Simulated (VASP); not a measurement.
# AlN (P6_3/mmc) in VASP: notebook, part 2 of 2

VASP 6.6.1. The steps go on from the part before.

### Step 5. Single point, LDA (strain -0.030 along x and y, -0.015 along z)

Contents of INCAR:

```
ALGO = Normal
EDIFF = 1E-6
ENCUT = 600
GGA = CA
GGA_COMPAT = False
ISIF = 2
ISMEAR = 0
LASPH = True
LCHARG = True
LELF = True
LREAL = False
LVHAR = True
LWAVE = False
NBANDS = 16
NELM = 120
PREC = Accurate
SIGMA = 0.05
```

Contents of KPOINTS:

```
k-points
0
Gamma
  9 9 6
```

Contents of POSCAR:

```
AlN
1.0
    3.2127522696      0.0000000000      0.0000000000
   -1.6063761348      2.7823250815      0.0000000000
    0.0000000000      0.0000000000      4.1247495550
Al N
2 2
Direct
    0.3333333333      0.6666666667      0.7500000000
    0.6666666667      0.3333333333      0.2500000000
    0.3333333333      0.6666666667      0.2500000000
    0.6666666667      0.3333333333      0.7500000000
```

Potentials or basis: VASP PAW LDA potentials, release 64 (Al, N).

On the command line:

```sh
$ cat potpaw_LDA.64/Al/POTCAR potpaw_LDA.64/N/POTCAR > POTCAR
$ mpirun -np 1 vasp_std > vasp.out
```

OUTCAR:

```text
EDIFF = 1E-6
   ENCUT = 600
   GGA = CA
   ISIF = 2
   ISMEAR = 0
   LASPH = True
   LREAL = False
   NELM = 120
   PREC = Accurate

 ion  position               nearest neighbor table
   1  0.333  0.667  0.750-   4 1.85   4 1.85   4 1.85   3 2.06   3 2.06   2 2.77   2 2.77   2 2.77
                             2 2.77   2 2.77   2 2.77
   2  0.667  0.333  0.250-   3 1.85   3 1.85   3 1.85   4 2.06   4 2.06   1 2.77   1 2.77   1 2.77
                             1 2.77   1 2.77   1 2.77
   3  0.333  0.667  0.250-   2 1.85   2 1.85   2 1.85   1 2.06   1 2.06
   4  0.667  0.333  0.750-   1 1.85   1 1.85   1 1.85   2 2.06   2 2.06

  LATTYP: Found a hexagonal cell.
 ALAT       =     3.2127522696
 C/A-ratio  =     1.2838679141

  Lattice vectors:

 A1 = (   3.2127522696,   0.0000000000,   0.0000000000)
 A2 = (  -1.6063761348,   2.7823250815,   0.0000000000)
 A3 = (   0.0000000000,   0.0000000000,   4.1247495550)

Analysis of symmetry for initial positions (statically):
=====================================================================
 Subroutine PRICEL returns:
 Original cell was already a primitive cell.

 Routine SETGRP: Setting up the symmetry group for a
 hexagonal supercell.

 Subroutine GETGRP returns: Found 24 space group operations
 (whereof 12 operations were pure point group operations)
 out of a pool of 24 trial point group operations.

The static configuration has the point symmetry D_3d.
 The point group associated with its full space group is D_6h.

Analysis of symmetry for dynamics (positions and initial velocities):
=====================================================================
 Subroutine PRICEL returns:
 Original cell was already a primitive cell.

 Routine SETGRP: Setting up the symmetry group for a
 hexagonal supercell.

 Subroutine GETGRP returns: Found 24 space group operations
 (whereof 12 operations were pure point group operations)
[... 127 lines left out ...]
     AMIX_MAG =   1.60;   BMIX_MAG =  1.00
  volume/ion in A,a.u.               =       9.22        62.20
  Fermi-wavevector in a.u.,A,eV,Ry     =   1.239426  2.342175 20.900954  1.536177
  Thomas-Fermi vector in A             =   2.373910
   LORBIT       =      0    0 simple, 1 ext, 2 COOP (PROOUT), +10 PAW based schemes
   GGA     = CA    functional components
   LHFCALC =     F    Hartree Fock is set to
   AEXX    =    0.0000 exact exchange contribution
   IVDW    =     0    specifies the selected vdW correction
   LEPSILON=     F    determine dielectric tensor
   LRPA    =     F    only Hartree local field effects (RPA)
 non-spin polarized calculation
 Gauss-broadening in eV      SIGMA  =   0.05
  energy-cutoff  :      600.00
  volume of cell :       36.87
 maximum number of plane-waves:      1255
 NGX is ok and might be reduce to    28
   NGX = 13   NGY = 13   NGZ = 17

 number of electron      16.0000000 magnetization

 Free energy of the ion-electron system (eV)
  ---------------------------------------------------
  ext. energy  EPLUGINS =         0.00000000
  ---------------------------------------------------
  free energy    TOTEN  =       -32.42860731 eV

  energy without entropy =      -32.42860731  energy(sigma->0) =      -32.42860731

 E-fermi :   8.8751     XC(G=0): -11.8297

 val. band max:        8.6320478791   @ k =   0.0000   0.0000   0.0000
 cond. band min:      12.4568486741   @ k =   0.0000   0.0000   0.0000
 fundamental gap:      3.8248007949
 Fermi energy:         8.8751030973

 k-point     1 :       0.0000    0.0000    0.0000
  band No.  band energies     occupation
      1      -8.6599      2.00000
      2      -4.6327      2.00000
      3       1.1578      2.00000
      4       5.1289      2.00000
      5       5.1289      2.00000
      6       6.7886      2.00000
[... 433 lines left out ...]
      3       1.5520      2.00000
      4       2.7363      2.00000
      5       2.7363      2.00000
      6       5.2119      2.00000
[... 8 lines left out ...]
     15      20.2421      0.00000
     16      22.2146      0.00000

 [... further k-points ...]

------------------------ aborting loop because EDIFF is reached ----------------------------------------

  FORCE on cell =-STRESS in cart. coord.  units (eV):
  Direction    XX          YY          ZZ          XY          YZ          ZX
  --------------------------------------------------------------------------------------
  -------------------------------------------------------------------------------------
  Total        2.8393887      2.8393887      0.9107872      0.0000000     -0.0000000      0.0000000
  in kB      123.3822627    123.3822627     39.5771752      0.0000000     -0.0000000      0.0000000
  external PRESSURE =      95.4472335 kB  Pullay stress =       0.0000000 kB

 VOLUME and BASIS-vectors are now :
 -----------------------------------------------------------------------------
  energy-cutoff  :      600.00
  volume of cell :       36.87
      direct lattice vectors                 reciprocal lattice vectors
     3.212752270  0.000000000  0.000000000     0.311259604  0.179705816  0.000000000
    -1.606376135  2.782325081  0.000000000     0.000000000  0.359411633  0.000000000
     0.000000000  0.000000000  4.124749555     0.000000000  0.000000000  0.242438962

 POSITION                                       TOTAL-FORCE (eV/Angst)
 -----------------------------------------------------------------------------------
     -0.00000      1.85488      3.09356         0.000000     -0.000000      0.000000
      1.60638      0.92744      1.03119        -0.000000      0.000000      0.000000
     -0.00000      1.85488      1.03119         0.000000     -0.000000      0.000000
      1.60638      0.92744      3.09356         0.000000      0.000000      0.000000
 -----------------------------------------------------------------------------------
    total drift:                               -0.000000     -0.000000     -0.000000

  FREE ENERGIE OF THE ION-ELECTRON SYSTEM (eV)
  ---------------------------------------------------
  free  energy   TOTEN  =       -32.4286073100 eV

  energy  without entropy=      -32.4286073100  energy(sigma->0) =      -32.42860731
```

stdout:

```text
POSCAR found type information on POSCAR AlN
 POSCAR found :  2 types and       4 ions
 scaLAPACK will be used
 LDA part: xc-table for (Slater(with rela. corr.)+CA(PZ))
 , standard interpolation
 POSCAR, INCAR and KPOINTS ok, starting setup
 FFT: planning ... GRIDC
 FFT: planning ... GRID_SOFT
 FFT: planning ... GRID
 WAVECAR not read
 entering main loop
```

Wall time 49 s (1 thread of AMD EPYC 7R13 (Zen 3), shared host); peak memory 0.13 GiB.

What came out:

| Property | Result |
| --- | --- |
| Free energy | -32.4286 eV |
| Pressure | 9.5 GPa |
| Band gap on the k mesh | 3.82 eV, direct |

Stress tensor (GPa, compression positive):
```
12.34  0.00  0.00
 0.00 12.34  0.00
 0.00  0.00  3.96
```

Caveat: the cell differs from its parent crystal (strain -0.030 along x and y, -0.015 along z).

### Step 6. Summary

```csv
cell,gap on the mesh (eV),pressure (GPa)
"a = 3.411, b = 3.411, c = 4.250 Å, angles 90.0, 90.0, 120.0°, 4 atoms",2.78,-20.9
"a = 3.213, b = 3.213, c = 4.062 Å, angles 90.0, 90.0, 120.0°, 4 atoms",3.96,13.0
"a = 3.213, b = 3.213, c = 4.188 Å, angles 90.0, 90.0, 120.0°, 4 atoms",3.68,6.5
"a = 3.213, b = 3.213, c = 4.125 Å, angles 90.0, 90.0, 120.0°, 4 atoms",3.82,9.5
```

Alike in all rows: task single point; level LDA; potentials or basis VASP PAW LDA potentials, release 64 (Al, N); no spin polarisation; k mesh 9 × 9 × 6; cutoff (eV) 600; smearing gaussian 0.05 eV.

Absolute energies hang on the potentials; compare differences alone.
